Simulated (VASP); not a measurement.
# AlO2 (Cmcm) in VASP: a series of runs, part 2 of 2

VASP 6.6.1. Earlier steps stand in the parts before.

### 5 Relaxation of cell and atoms, PBE

The input, INCAR:

```
SYSTEM = AlO2
ALGO = Normal ; EDIFF = 1E-6
EDIFFG = -0.01 ; ENCUT = 600
GGA = PE ; IBRION = 2
ISIF = 3 ; ISMEAR = -1
LASPH = .TRUE. ; LCHARG = .FALSE.
LREAL = .FALSE. ; LWAVE = .FALSE.
NELM = 80 ; NSW = 60
PREC = Accurate ; SIGMA = 0.05
```

The input, KPOINTS:

```
k-points
0
G
  9 9 7
  0 0 0
```

The input, POSCAR:

```
AlO2
1.0
    1.4881620000     -5.4028330000      0.0000000000
    1.4881620000      5.4028330000      0.0000000000
    0.0000000000      0.0000000000      3.6466120000
Al O
2 4
Direct
    0.6681330000      0.3318670000      0.7500000000
    0.3318670000      0.6681330000      0.2500000000
    0.0610720000      0.9389280000      0.7500000000
    0.9389280000      0.0610720000      0.2500000000
    0.2941840000      0.7058160000      0.7500000000
    0.7058160000      0.2941840000      0.2500000000
```

Potentials or basis: VASP PAW PBE potentials, release 64 (Al, O).

Run with:

```console
$ cat potpaw_PBE.64/Al/POTCAR potpaw_PBE.64/O/POTCAR > POTCAR
$ mpirun -np 1 vasp_std > vasp.out
```

OUTCAR:

```text
SYSTEM = AlO2
   EDIFF = 1E-6
   EDIFFG = -0.01
   ENCUT = 600
   GGA = PE
   IBRION = 2
   ISIF = 3
   ISMEAR = -1
   LASPH = .TRUE.
   LREAL = .FALSE.
   NELM = 80
   NSW = 60
   PREC = Accurate

 ion  position               nearest neighbor table
   1  0.668  0.332  0.750-   6 1.87   6 1.87   3 1.88   3 1.88   5 2.02   5 2.02   2 2.94   2 2.94
                             2 2.94   2 2.94
   2  0.332  0.668  0.250-   5 1.87   5 1.87   4 1.88   4 1.88   6 2.02   6 2.02   1 2.94   1 2.94
                             1 2.94   1 2.94
   3  0.061  0.939  0.750-   1 1.88   1 1.88
   4  0.939  0.061  0.250-   2 1.88   2 1.88
   5  0.294  0.706  0.750-   2 1.87   2 1.87   1 2.02   1 2.02
   6  0.706  0.294  0.250-   1 1.87   1 1.87   2 2.02   2 2.02

  LATTYP: Found a base centered orthorhombic cell.
 ALAT       =     2.9763240000
 B/A-ratio  =     3.6305408954
 C/A-ratio  =     1.2252066643

  Lattice vectors:

 A1 = (   1.4881620000,  -5.4028330000,   0.0000000000)
 A2 = (   1.4881620000,   5.4028330000,   0.0000000000)
 A3 = (   0.0000000000,   0.0000000000,   3.6466120000)

Analysis of symmetry for initial positions (statically):
=====================================================================
 Subroutine PRICEL returns:
 Original cell was already a primitive cell.

 Routine SETGRP: Setting up the symmetry group for a
 base centered orthorhombic supercell.

 Subroutine GETGRP returns: Found  8 space group operations
 (whereof  4 operations were pure point group operations)
 out of a pool of  8 trial point group operations.

The static configuration has the point symmetry C_2h.
 The point group associated with its full space group is D_2h.

Analysis of symmetry for dynamics (positions and initial velocities):
=====================================================================
 Subroutine PRICEL returns:
 Original cell was already a primitive cell.

 Routine SETGRP: Setting up the symmetry group for a
[... 158 lines left out ...]
 Free energy of the ion-electron system (eV)
  ---------------------------------------------------
  ext. energy  EPLUGINS =         0.00000000
  ---------------------------------------------------
  free energy    TOTEN  =       -39.61921999 eV

  energy without entropy =      -39.57978050  energy(sigma->0) =      -39.59950025

------------------------ aborting loop because EDIFF is reached ----------------------------------------

  FORCE on cell =-STRESS in cart. coord.  units (eV):
  Direction    XX          YY          ZZ          XY          YZ          ZX
  --------------------------------------------------------------------------------------
  -------------------------------------------------------------------------------------
  Total       -0.7771889     -0.8209102     -0.0957516      0.0000000     -0.0000000      0.0000000
  in kB      -21.2346861    -22.4292596     -2.6161666      0.0000000     -0.0000000      0.0000000
  external PRESSURE =     -15.4267041 kB  Pullay stress =       0.0000000 kB
[... 101 lines left out ...]
  FREE ENERGIE OF THE ION-ELECTRON SYSTEM (eV)
  ---------------------------------------------------
  free  energy   TOTEN  =       -39.9221915874 eV

  energy  without entropy=      -39.9108429713  energy(sigma->0) =      -39.91651728

[... ionic steps 4 to 16 ...]

--------------------------------------- Ionic step       17  -------------------------------------------

 number of electron      29.9999999 magnetization

------------------------ aborting loop because EDIFF is reached ----------------------------------------
[... 75 lines left out ...]
--------------------------------------- Ionic step       19  -------------------------------------------

 number of electron      29.9999999 magnetization

 Free energy of the ion-electron system (eV)
  ---------------------------------------------------
  ext. energy  EPLUGINS =         0.00000000
  ---------------------------------------------------
  free energy    TOTEN  =       -40.34564130 eV

  energy without entropy =      -40.34562589  energy(sigma->0) =      -40.34563359

 E-fermi :   5.9663     XC(G=0): -11.4388

 val. band max:        5.4964702328   @ k =   0.2222   0.1111   0.4286
 cond. band min:       6.3906370096   @ k =   0.0000   0.0000   0.4286
 fundamental gap:      0.8941667767
 Fermi energy:         5.9663005809

 k-point     1 :       0.0000    0.0000    0.0000
  band No.  band energies     occupation
      1     -14.5256      2.00000
      2     -12.8827      2.00000
      3     -10.8535      2.00000
      4     -10.2135      2.00000
      5      -1.0726      2.00000
      6      -0.1306      2.00000
[... 505 lines left out ...]
      6      -0.3166      2.00000
[... 11 lines left out ...]
     18      13.5491      0.00000
     19      15.4248      0.00000

 [... further k-points ...]

------------------------ aborting loop because EDIFF is reached ----------------------------------------

  FORCE on cell =-STRESS in cart. coord.  units (eV):
  Direction    XX          YY          ZZ          XY          YZ          ZX
  --------------------------------------------------------------------------------------
  -------------------------------------------------------------------------------------
  Total       -0.0087148      0.0231013      0.0051690      0.0000000      0.0000000      0.0000000
  in kB       -0.2635066      0.6985095      0.1562949      0.0000000      0.0000000      0.0000000
  external PRESSURE =       0.1970992 kB  Pullay stress =       0.0000000 kB
[... 21 lines left out ...]
  FREE ENERGIE OF THE ION-ELECTRON SYSTEM (eV)
  ---------------------------------------------------
  free  energy   TOTEN  =       -40.3456412959 eV

  energy  without entropy=      -40.3456258889  energy(sigma->0) =      -40.34563359

 reached required accuracy - stopping structural energy minimisation
```

It took 36 min on 1 thread of Intel Xeon 8259CL, shared host; peak memory 0.34 GiB.

Results:

- Free energy: -40.3456 eV
- Relaxed volume: 8.83 Å³/atom
- Relaxed cell: a = 5.195 Å, b = 5.195 Å, c = 3.621 Å, α = 90.00°, β = 90.00°, γ = 147.16°
- Space group after relaxing (to 0.1 Å): Cmcm (No. 63)
- Energy gained by relaxing: 121.1 meV/atom
- Ionic steps: 19
- Pressure after relaxing: 0.0 GPa
- Largest force after relaxing: 0.004 eV/Å
- Band gap on the k mesh: 0.89 eV (least direct gap 0.97 eV)

Forces on the atoms (eV/Å):
```
Al   0.000  0.004  0.000
Al   0.000 -0.004  0.000
O    0.000  0.002  0.000
O    0.000 -0.002  0.000
O    0.000 -0.003  0.000
O    0.000  0.003  0.000
```

Stress tensor (GPa, compression positive):
```
-0.03  0.00  0.00
 0.00  0.07  0.00
 0.00  0.00  0.02
```

The path:
| step | energy change (eV) | largest force (eV/Å) | pressure (GPa) | volume (Å³) |
| --- | --- | --- | --- | --- |
| 1 | 0.0000 | 0.6979 | -1.54 | 58.64 |
| 2 | -0.0653 | 0.8996 | -1.01 | 57.84 |
| 3 | -0.3030 | 1.4603 | 0.86 | 55.49 |
| 4 | -0.5163 | 1.0534 | 7.02 | 50.95 |
| 5 | -0.5369 | 1.0529 | 4.32 | 52.53 |
| 6 | -0.5471 | 0.9311 | 5.21 | 51.96 |
| 7 | -0.5667 | 0.8796 | 5.01 | 51.83 |
| 8 | -0.5946 | 0.7087 | 4.66 | 51.45 |
| 9 | -0.6153 | 0.6271 | 4.06 | 51.62 |
| 10 | -0.6651 | 0.3878 | 2.39 | 52.12 |
| 11 | -0.7128 | 0.2313 | -0.47 | 53.13 |
| 12 | -0.7146 | 0.2261 | -1.10 | 53.37 |
| 13 | -0.7191 | 0.1686 | -0.72 | 53.28 |
| 14 | -0.7244 | 0.1677 | 0.29 | 53.03 |
| 15 | -0.7254 | 0.1184 | 0.05 | 53.06 |
| 16 | -0.7262 | 0.0239 | -0.37 | 53.10 |
| 17 | -0.7264 | 0.0159 | -0.09 | 53.03 |
| 18 | -0.7264 | 0.0185 | 0.04 | 52.99 |
| 19 | -0.7264 | 0.0044 | 0.02 | 52.99 |

Final structure:
```
CELL_PARAMETERS angstrom
1.46857 -4.98286 0.00000
1.46857 4.98286 0.00000
0.00000 0.00000 3.62053
ATOMIC_POSITIONS crystal
Al 0.66225 0.33775 0.75000
Al 0.33775 0.66225 0.25000
O 0.02970 0.97029 0.75000
O 0.97029 0.02970 0.25000
O 0.29464 0.70536 0.75000
O 0.70536 0.29464 0.25000
```

Caveat: an odd mesh through Γ misses points on the zone boundary, where band edges can lie.

### 6 Overview

| task | level | cell | cutoff (eV) | gap on the mesh (eV) | pressure (GPa) | relaxed volume (Å³/atom) | largest force (eV/Å) |
| --- | --- | --- | --- | --- | --- | --- | --- |
| relaxation of cell and atoms | PBEsol | relaxed from a = 5.604, b = 5.604, c = 3.647 Å, angles 90.0, 90.0, 149.2°, 6 atoms, atomic positions A | 600 | 0.98 | -0.1 | 8.58 | - |
| single point | PBE | a = 5.202, b = 5.202, c = 3.624 Å, angles 90.0, 90.0, 147.2°, 6 atoms, atomic positions B | 520 | 0.89 | -0.1 | - | 0.01 |
| single point | r2SCAN | a = 5.126, b = 5.126, c = 3.592 Å, angles 90.0, 90.0, 147.1°, 6 atoms, atomic positions B | 520 | 1.10 | -0.4 | - | 0.02 |
| relaxation of cell and atoms | PBE | relaxed from a = 5.604, b = 5.604, c = 3.647 Å, angles 90.0, 90.0, 149.2°, 6 atoms, atomic positions A | 600 | 0.89 | 0.0 | 8.83 | - |

Alike in all rows: potentials or basis VASP PAW PBE potentials, release 64 (Al, O); no spin polarisation; k mesh 9 × 9 × 7; smearing fermi-dirac 0.05 eV.

Caveats: an odd mesh through Γ misses points on the zone boundary, where band edges can lie; the PAW data sets were made with another functional, which shifts forces and pressure a little (at least some runs).

Absolute energies hang on the potentials; compare differences alone.
